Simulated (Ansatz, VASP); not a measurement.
**Sn in VASP and in Ansatz**

```xyz
2
Lattice="0.0000 3.3289 3.3289 3.3289 0.0000 3.3289 3.3289 3.3289 0.0000" Properties=species:S:1:pos:R:3 pbc="T T T"
Sn    3.3289    3.3289    3.3289
Sn    4.9934    4.9934    4.9934
```

Alike in both runs: task single point; functional PBE; k mesh 8 × 8 × 8; no spin polarisation.

```csv
,VASP,Ansatz
version,VASP 6.6.1,Ansatz 0.2.0
potentials or method,"VASP PAW PBE potentials, release 64 (Sn_d), cutoff 520 eV","plane waves (420 eV) with PAW, scalar-relativistic"
occupations,"methfessel-paxton of order 1, width 0.1 eV","cold, width 0.1 eV"
valence electrons in the cell,28,28
```

```tsv
	VASP	Ansatz	Ansatz less VASP
pressure (GPa)	-0.1	0.0	+0.05
```
